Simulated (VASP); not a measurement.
Write the native input for VASP 6.6.1 that does the following.

| Item | Value |
| --- | --- |
| Task | single point |
| Functional | PBE |
| Potentials or basis | VASP PAW PBE potentials, release 64 (Co, Si) |
| Cutoff | 520 eV |
| k mesh | 12 × 12 × 12 |
| Occupations | gaussian, width 0.15 eV |
| Spin | no spin polarisation |
| Dipole correction | no |
| Further INCAR settings | ALGO = Normal; EDIFF = 1e-06; NBANDS = 16 |

The structure of CoSi2 lies in POSCAR:

```
CoSi2
1.0
    0.0000000000      2.6175942543      2.8053406092
    2.6175942543      0.0000000000      2.8053406092
    2.6175942543      2.6175942543      0.0000000000
Co Si
1 2
Direct
    0.0000000000      0.0000000000      0.0000000000
    0.2270537489      0.2270537489      0.2729462511
    0.7729462511      0.7729462511      0.7270537489
```

This cell differs from its parent crystal: mode 6 frozen in at -0.123 Å, strain +e along z and -e/2 along x and y +0.0467.

These files were run (other wordings do the same):

INCAR

```
ALGO = Normal
EDIFF = 1E-6
ENCUT = 520
GGA = PE
ISIF = 2
ISMEAR = 0
LASPH = T
LCHARG = T
LELF = T
LREAL = F
LVHAR = T
LWAVE = F
NBANDS = 16
NELM = 80
PREC = Accurate
SIGMA = 0.15
```

KPOINTS

```
k-points
0
Gamma
  12 12 12
```

Potentials or basis: VASP PAW PBE potentials, release 64 (Co, Si).

Run with:

```bash
$ cat potpaw_PBE.64/Co/POTCAR potpaw_PBE.64/Si/POTCAR > POTCAR
$ mpirun -np 1 vasp_std > vasp.out
```

Results of the run:

- Pressure: 2.3 GPa
- Largest force: 1.232 eV/Å

Caveat: the cell differs from its parent crystal (mode 6 frozen in at -0.123 Å, strain +e along z and -e/2 along x and y +0.0467); forces of over 1 eV/Å act on the atoms, so gaps and moduli don't describe the material at rest.

Wall time 3.3 min on 1 thread of Intel Xeon 6975P-C, with other jobs on the host, peak memory 0.29 GiB.
